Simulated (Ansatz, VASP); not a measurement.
# One calculation of Te5Mo, two programs

```
Te Mo
1.0
     8.42830    0.00000    0.00000
    -4.21415    7.29912    0.00000
     0.00000    0.00000    3.23761
Te Mo
5 1
Cartesian
  -1.0809 1.8722 1.6188
  3.1333 5.4270 1.6188
  2.1618 0.0000 1.6188
  4.2142 2.4330 0.0000
  0.0000 4.8661 0.0000
  0.0000 0.0000 0.0000
```

Change from the starting cell: species swapped into the MgZn5 type (P-62m, No. 189).

Alike in both runs: functional PBE; k mesh 3 × 3 × 6; occupations gaussian, width 0.1 eV; no spin polarisation.

Ansatz relaxed the structure, and its values are those at the end. VASP's run is a single point on that final structure, the one shown.

```csv
,VASP,Ansatz
version,VASP 6.6.1,Ansatz 0.2.0
potentials or method,"VASP PAW PBE potentials, release 64 (Te, Mo_sv), cutoff 520 eV","scalar-relativistic, plane waves, PAW"
valence electrons in the cell,44,94
```

|  | VASP | Ansatz | Ansatz less VASP |
| --- | --- | --- | --- |
| gap on the k mesh at the Fermi level (eV) | none | none | - |
| pressure (GPa) | -0.1 | -0.1 | +0.02 |
| rms of the force components (eV/Å) | 0.001 | 0.003 | +0.0024 |

A gap of «none» marks a metal or a gap that the smearing closes. VASP's potentials hold 44 valence electrons a cell and Ansatz's 94, so a difference there can come from the potentials and not from the codes.

Neither program's run includes spin-orbit coupling.
